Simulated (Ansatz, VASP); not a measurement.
Re in VASP and in Ansatz

```
Re
1.0
     0.00000    2.56727    2.56727
     2.56727    0.00000    2.56727
     2.56727    2.56727    0.00000
Re
2
Direct
  0.50000 0.50000 0.50000
  0.75000 0.75000 0.75000
```

Alike in both runs: task relaxation of cell and atoms; functional PBEsol; k mesh 6 × 6 × 6; occupations gaussian, width 0.1 eV; no spin polarisation.

```csv
,VASP,Ansatz
version,VASP 6.6.1,Ansatz 0.2.0
potentials or method,"VASP PAW PBE potentials, release 64 (Re), cutoff 600 eV","scalar-relativistic, plane waves, PAW"
valence electrons in the cell,14,30
```

VASP gave:

```
gap on the k mesh at the Fermi level, each at its own relaxed structure (eV) : none
relaxed volume (Å³/atom)                                                     : 21.67
relaxed cell length with the largest relative difference (Å)                 : 3.943
```

Task: What did Ansatz give for the same quantities?

Result: gap on the k mesh at the Fermi level, each at its own relaxed structure (eV): none; relaxed volume (Å³/atom): 21.89; relaxed cell length with the largest relative difference (Å): 3.956.

VASP's potentials were made for PBE, not for PBEsol. A gap of «none» marks a metal or a gap that the smearing closes. VASP's potentials hold 14 valence electrons a cell and Ansatz's 30, so a difference there can come from the potentials and not from the codes.

Neither program's run includes spin-orbit coupling. Noted on VASP's run: the volume moved by over 15 % at a fixed basis, so the end points are rough.
